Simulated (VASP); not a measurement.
Here is a VASP 6.6.1 calculation.

File INCAR:

```
PREC     = Accurate       # precision mode
ENCUT    = 520            # plane-wave cutoff, eV
EDIFF    = 1E-6           # SCF threshold, eV
ISMEAR   = 0              # smearing method
SIGMA    = 0.05           # smearing width, eV
LREAL    = False          # projectors in reciprocal space
LASPH    = True           # aspherical terms in the spheres
NELM     = 100            # most SCF steps
ALGO     = Normal         # electronic algorithm
ISIF     = 2              # what is computed and relaxed
LWAVE    = False          # write WAVECAR
LCHARG   = False          # write CHGCAR
GGA      = CA             # functional
NBANDS   = 26             # bands
```

File KPOINTS:

```
Automatic mesh
0
Gamma
  8 8 6
```

File POSCAR:

```
ZnSe
1.0
    4.0422000000      0.0000000000      0.0000000000
    0.0000000000      4.0422000000      0.0000000000
    0.0000000000      0.0000000000      5.5715000000
Zn Se
2 2
Direct
    0.0000000000      0.0000000000      0.0000000000
    0.5000000000      0.5000000000      0.0000000000
    0.0000000000      0.5000000000      0.2797006019
    0.5000000000      0.0000000000      0.7202993981
```

Potentials or basis: VASP PAW LDA potentials, release 64 (Zn, Se).

The run is started by

```sh
$ cat potpaw_LDA.64/Zn/POTCAR potpaw_LDA.64/Se/POTCAR > POTCAR
$ mpirun -np 1 vasp_std > vasp.out
```

Problem. Predict the largest force.

Solution. 0.919 eV/Å.

Problem. Predict the band gap on the k mesh.

Solution. 1.36 eV, direct.

Problem. What does it give for the pressure?

Solution. -4.9 GPa.

Stress tensor (GPa, compression positive):
```
-4.47  0.00  0.00
 0.00 -4.47  0.00
 0.00  0.00 -5.90
```

A k mesh can miss the band edges. Expect the measured gap to be larger: semilocal functionals such as LDA lack the derivative discontinuity.
